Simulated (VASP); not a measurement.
Set up this calculation in VASP 6.6.1, as the native input.

| Quantity | Value |
| --- | --- |
| Task | relaxation of cell and atoms |
| Functional | LDA |
| Potentials or basis | VASP PAW LDA potentials, release 64 (Al) |
| Cutoff | 600 eV |
| k mesh | 24 × 24 × 24 |
| Occupations | fermi-dirac, width 0.05 eV |
| Spin | no spin polarisation |
| Target pressure | 10 GPa |
| Dipole correction | no |
| Further INCAR settings | ALGO = Normal; EDIFF = 1e-06; IBRION = 2; EDIFFG = -0.002; NSW = 100; ISIF = 3 |

The structure of Al lies in POSCAR:

```
Al
1.0
    0.0000000000      1.9911919821      1.9911919821
    1.9911919821      0.0000000000      1.9911919821
    1.9911919821      1.9911919821      0.0000000000
Al
1
Direct
    0.0000000000      0.0000000000      0.0000000000
```

One way to write it, as run:

INCAR

```
  PREC = Accurate
  ENCUT = 600
  EDIFF = 1E-6
  ISMEAR = -1
  SIGMA = 0.05
  LREAL = F
  LASPH = T
  NELM = 60
  ALGO = Normal
  ISIF = 3
  LWAVE = F
  LCHARG = F
  GGA = CA
  IBRION = 2
  NSW = 100
  EDIFFG = -0.002
  PSTRESS = 100.0
```

KPOINTS

```
regular mesh
0
Gamma
  24 24 24
```

Potentials or basis: VASP PAW LDA potentials, release 64 (Al).

Run with:

```sh
$ cat potpaw_LDA.64/Al/POTCAR > POTCAR
$ mpirun -np 1 vasp_std > vasp.out
```

Results of the run:

The relaxed volume is 14.36 Å³/atom. The relaxed cell is a = 2.728 Å, b = 2.728 Å, c = 2.728 Å, α = 60.00°, β = 60.00°, γ = 60.00°, the space group after relaxing (to 0.05 Å) is Fm-3m (No. 225) and the energy change on relaxing (the enthalpy is what falls) is +41.1 meV/atom. The ionic steps are 6 and the pressure after relaxing is 10.0 GPa.

Caveat: the cell is relaxed towards a set pressure, so the enthalpy falls and the energy may rise.

It took 22 s on 1 thread of Intel(R) Xeon(R) 6975P-C (Granite Rapids), on a shared host, peak memory 0.15 GiB.
